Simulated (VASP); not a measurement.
# K2AlS5 (P4/mmm) in VASP: single point with HSE06

Aim: the single point of K2AlS5 with HSE06.

Program: VASP 6.6.1. These are calculated values, not measurements. Logs are shortened: lines on timing, memory, paths and dates and some standing lists are left out, and cuts for length are marked.

## 1. The cell of the first run

The structure is tetragonal, space group P4/mmm (No. 123). Conventional cell: a = 6.613 Å, b = 6.613 Å, c = 4.101 Å, α = 90.00°, β = 90.00°, γ = 90.00°. K (site symmetry mmm) has 10 S at 3.12 to 3.31 Å and 4 Al at 3.89 Å and 2 K at 4.10 Å within 4.2 Å. Within 2.7 Å of Al (site symmetry 4/mmm) lie 6 S at 2.05 Å. S (site symmetry 4/mmm) has 2 Al at 2.05 Å within 2.7 Å. Within 2.7 Å of S (site symmetry m2m) lie 1 Al at 2.05 Å.

## 2. Single point, HSE06

POSCAR reads:

```
K2AlS5
1.0
    6.6126000000      0.0000000000      0.0000000000
    0.0000000000      6.6126000000      0.0000000000
    0.0000000000      0.0000000000      4.1005880000
K Al S
2 1 5
Direct
    0.0000000000      0.5000000000      0.5000000000
    0.5000000000      0.0000000000      0.5000000000
    0.0000000000      0.0000000000      0.0000000000
    0.0000000000      0.0000000000      0.5000000000
    0.2190000000      0.2190000000      0.0000000000
    0.7810000000      0.2190000000      0.0000000000
    0.7810000000      0.7810000000      0.0000000000
    0.2190000000      0.7810000000      0.0000000000
```

INCAR.step1 reads:

```
SYSTEM = K2AlS5
PREC = Accurate
ENCUT = 400
EDIFF = 1E-5
ISMEAR = 0
SIGMA = 0.0229
LREAL = .False.
LASPH = .True.
NELM = 120
ALGO = Normal
ISIF = 2
LWAVE = .True.
LCHARG = .False.
NBANDS = 36
GGA = PE
GGA_COMPAT = .False.
```

INCAR.step2 reads:

```
SYSTEM = K2AlS5
PREC = Accurate
ENCUT = 400
EDIFF = 1E-6
ISMEAR = 0
SIGMA = 0.0229
LREAL = .False.
LASPH = .True.
NELM = 120
ALGO = Normal
ISIF = 2
LWAVE = .False.
LCHARG = .False.
GGA = PE
LHFCALC = .True.
HFSCREEN = 0.2079
PRECFOCK = Normal
NBANDS = 36
ISTART = 1
GGA_COMPAT = .False.
```

KPOINTS reads:

```
Automatic mesh
0
Gamma
  2 2 3
  0 0 0
```

Potentials or basis: VASP PAW PBE potentials, release 64 (K_sv, Al, S).

The run is started by

```
cat potpaw_PBE.64/K_sv/POTCAR potpaw_PBE.64/Al/POTCAR potpaw_PBE.64/S/POTCAR > POTCAR
cp INCAR.step1 INCAR
mpirun -np 1 vasp_std > vasp.out
cp INCAR.step2 INCAR
mpirun -np 1 vasp_std > vasp.out
```

OUTCAR:

```text
SYSTEM = K2AlS5
   PREC = Accurate
   ENCUT = 400
   EDIFF = 1E-6
   ISMEAR = 0
   LREAL = .False.
   LASPH = .True.
   NELM = 120
   ISIF = 2
   GGA = PE
   LHFCALC = .True.
   HFSCREEN = 0.2079
   PRECFOCK = Normal
   ISTART = 1

 ion  position               nearest neighbor table
   1  0.000  0.500  0.500-   5 3.12   6 3.12   7 3.12   8 3.12   5 3.12   6 3.12   7 3.12   8 3.12

   2  0.500  0.000  0.500-   5 3.12   6 3.12   7 3.12   8 3.12   5 3.12   6 3.12   7 3.12   8 3.12

   3  0.000  0.000  0.000-   5 2.05   6 2.05   7 2.05   8 2.05   4 2.05   4 2.05
   4  0.000  0.000  0.500-   3 2.05   3 2.05
   5  0.219  0.219  0.000-   3 2.05   2 3.12   1 3.12   1 3.12   2 3.12
   6  0.781  0.219  0.000-   3 2.05   2 3.12   1 3.12   1 3.12   2 3.12
   7  0.781  0.781  0.000-   3 2.05   2 3.12   1 3.12   1 3.12   2 3.12
   8  0.219  0.781  0.000-   3 2.05   2 3.12   1 3.12   1 3.12   2 3.12

  LATTYP: Found a simple tetragonal cell.
 ALAT       =     6.6126000000
 C/A-ratio  =     0.6201173517

  Lattice vectors:

 A1 = (   6.6126000000,   0.0000000000,   0.0000000000)
 A2 = (   0.0000000000,   6.6126000000,   0.0000000000)
 A3 = (   0.0000000000,   0.0000000000,   4.1005880000)

Analysis of symmetry for initial positions (statically):
=====================================================================
 Subroutine PRICEL returns:
 Original cell was already a primitive cell.

 Routine SETGRP: Setting up the symmetry group for a
 simple tetragonal supercell.

 Subroutine GETGRP returns: Found 16 space group operations
 (whereof 16 operations were pure point group operations)
 out of a pool of 16 trial point group operations.

The static configuration has the point symmetry D_4h.

Analysis of symmetry for dynamics (positions and initial velocities):
=====================================================================
 Subroutine PRICEL returns:
 Original cell was already a primitive cell.

 Routine SETGRP: Setting up the symmetry group for a
 simple tetragonal supercell.

 Subroutine GETGRP returns: Found 16 space group operations
 (whereof 16 operations were pure point group operations)
 out of a pool of 16 trial point group operations.

The dynamic configuration has the point symmetry D_4h.

 Subroutine INISYM returns: Found 16 space group operations
 (whereof 16 operations are pure point group operations),
 and found     1 'primitive' translations

[... 100 lines left out ...]
   EMIN   =  10.00;   EMAX   =-10.00  energy-range for DOS
   EFERMI =   0.00;   METHOD = LEGACY
   ISMEAR =     0;   SIGMA  =   0.02  broadening in eV -4-tet -1-fermi 0-gaus
   EFERMI_NEDOS =   21; number of points for ismear=-14 and -15
   IALGO  =     38    algorithm
   IMIX   =      1    mixing-type and parameters
     AMIX     =   0.40;   BMIX     =  1.00
     AMIX_MAG =   1.60;   BMIX_MAG =  1.00
  volume/ion in A,a.u.               =      22.41       151.25
  Fermi-wavevector in a.u.,A,eV,Ry     =   1.076634  2.034543 15.771062  1.159140
  Thomas-Fermi vector in A             =   2.212524
   LORBIT       =      0    0 simple, 1 ext, 2 COOP (PROOUT), +10 PAW based schemes
   GGA     = PE    functional components
   LHFCALC =     T    Hartree Fock is set to
   PRECFOCK=normal    Normal, Fast or Accurate (Low or Medium for compatibility)
   ENCUT4O =  -1.0   cutoff for four orbital integrals eV
   NKREDX  =     1    reduce k-point grid by
   NKREDY  =     1    reduce k-point grid by
   NKREDZ  =     1    reduce k-point grid by
   AEXX    =    0.2500 exact exchange contribution
   HFSCREEN=    0.2079 screening length (either q_TF or 0.3 A-1)
   HFSCREENC=   0.2079 screening length for correlation (either q_TF or 0.3 A-1)
   ENCUTFOCK=  -1.0 apply spherical cutoff to Coloumb kernel
   IVDW    =     0    specifies the selected vdW correction
   LEPSILON=     F    determine dielectric tensor
   LRPA    =     F    only Hartree local field effects (RPA)
 non-spin polarized calculation
 Gauss-broadening in eV      SIGMA  =   0.02
  energy-cutoff  :      400.00
  volume of cell :      179.30
 maximum number of plane-waves:      3312
 NGX is ok and might be reduce to    48
  NGX = 36; NGY = 36; NGZ = 24

 number of electron      50.9999984 magnetization

 Free energy of the ion-electron system (eV)
  ---------------------------------------------------
  ext. energy  EPLUGINS =         0.00000000
  ---------------------------------------------------
  free energy    TOTEN  =       -30.56065667 eV

  energy without entropy =      -30.56065667  energy(sigma->0) =      -30.56065667

 E-fermi :   2.1392     XC(G=0):  -7.3054

 val. band max:        1.9877506799   @ k =   0.0000   0.0000   0.0000
 cond. band min:       2.2949088713   @ k =   0.5000   0.5000   0.0000
 fundamental gap:      0.3071581914
 Fermi energy:         2.1392353799

 k-point     1 :       0.0000    0.0000    0.0000
  band No.  band energies     occupation
      1     -29.3146      2.00000
      2     -29.3086      2.00000
      3     -14.7973      2.00000
      4     -12.3564      2.00000
      5     -12.3564      2.00000
      6     -11.5313      2.00000
[... 223 lines left out ...]
     35      11.0881      0.00000
     36      11.6098      0.00000

------------------------ aborting loop because EDIFF is reached ----------------------------------------

  FORCE on cell =-STRESS in cart. coord.  units (eV):
  Direction    XX          YY          ZZ          XY          YZ          ZX
  --------------------------------------------------------------------------------------
  -------------------------------------------------------------------------------------
  Total       18.7602324     18.7602324     23.3334257      0.0000000     -0.0000000     -0.0000000
  in kB      167.6324742    167.6324742    208.4963442      0.0000000     -0.0000000     -0.0000000
  external PRESSURE =     181.2537642 kB  Pullay stress =       0.0000000 kB

 VOLUME and BASIS-vectors are now :
 -----------------------------------------------------------------------------
  energy-cutoff  :      400.00
  volume of cell :      179.30
      direct lattice vectors                 reciprocal lattice vectors
     6.612600000  0.000000000  0.000000000     0.151226446  0.000000000  0.000000000
     0.000000000  6.612600000  0.000000000     0.000000000  0.151226446  0.000000000
     0.000000000  0.000000000  4.100588000     0.000000000  0.000000000  0.243867465

 POSITION                                       TOTAL-FORCE (eV/Angst)
 -----------------------------------------------------------------------------------
      0.00000      3.30630      2.05029        -0.000000      0.000000      0.000000
      3.30630      0.00000      2.05029        -0.000000      0.000000      0.000000
      0.00000      0.00000      0.00000        -0.000000      0.000000      0.000000
      0.00000      0.00000      2.05029        -0.000000      0.000000      0.000000
      1.44816      1.44816      0.00000         2.713991      2.713991     -0.000000
      5.16444      1.44816      0.00000        -2.713991      2.713991      0.000000
      5.16444      5.16444      0.00000        -2.713991     -2.713991      0.000000
      1.44816      5.16444      0.00000         2.713991     -2.713991     -0.000000
 -----------------------------------------------------------------------------------
    total drift:                               -0.000001      0.000003     -0.000003

  FREE ENERGIE OF THE ION-ELECTRON SYSTEM (eV)
  ---------------------------------------------------
  free  energy   TOTEN  =       -30.5606566723 eV

  energy  without entropy=      -30.5606566723  energy(sigma->0) =      -30.56065667
```

OUTCAR.step1:

```text
SYSTEM = K2AlS5
   PREC = Accurate
   ENCUT = 400
   EDIFF = 1E-5
   ISMEAR = 0
   LREAL = .False.
[... 462 lines left out ...]
      5.16444      1.44816      0.00000        -3.000104      3.000104      0.000000
      5.16444      5.16444      0.00000        -3.000104     -3.000104      0.000000
      1.44816      5.16444      0.00000         3.000104     -3.000104     -0.000000
 -----------------------------------------------------------------------------------
    total drift:                                0.000000     -0.000000      0.000000

  FREE ENERGIE OF THE ION-ELECTRON SYSTEM (eV)
  ---------------------------------------------------
  free  energy   TOTEN  =       -25.2982681011 eV

  energy  without entropy=      -25.2955422572  energy(sigma->0) =      -25.29690518
```

It took 23 min on 1 thread of AMD EPYC 7R43 (Zen 3), shared host; peak memory 0.35 GiB.

What came out:

```yaml
Free_energy: -30.5607 eV
Pressure: 18.1 GPa
Largest_force: 3.838 eV/Å
Band_gap_on_the_k_mesh: zero (an odd number of electrons rules out a gap without spin polarisation)
```

Forces on the atoms (eV/Å):
```
K    0.000  0.000  0.000
K    0.000  0.000  0.000
Al   0.000  0.000  0.000
S    0.000  0.000  0.000
S    2.714  2.714  0.000
S   -2.714  2.714  0.000
S   -2.714 -2.714  0.000
S    2.714 -2.714  0.000
```

Caveat: the k points lie up to 0.51 Å⁻¹ apart, too coarse for converged energies and pressures of a metal; the PAW data sets were made with another functional, which shifts forces and pressure a little.
